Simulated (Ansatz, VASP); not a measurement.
# Se in VASP and in Ansatz

```
Se
1.0
     0.00000    2.25520    2.25520
     2.25520    0.00000    2.25520
     2.25520    2.25520    0.00000
Se
1
Direct
  0.00000 0.00000 0.00000
```

Alike in both runs: task single point; functional BLYP; k mesh 14 × 14 × 14; occupations fermi-dirac, width 0.1 eV; no spin polarisation.

|  | VASP | Ansatz |
| --- | --- | --- |
| version | VASP 6.6.1 | Ansatz 0.2.0 |
| potentials or method | VASP PAW PBE potentials, release 64 (Se), cutoff 520 eV | plane waves (420 eV) with PAW, scalar-relativistic |
| valence electrons in the cell | 6 | 16 |

```csv
,VASP,Ansatz,Ansatz less VASP
pressure (GPa),0.2,0.0,-0.12
```

VASP's potentials were made for PBE, not for BLYP. VASP's potentials hold 6 valence electrons a cell and Ansatz's 16, so a difference there can come from the potentials and not from the codes.
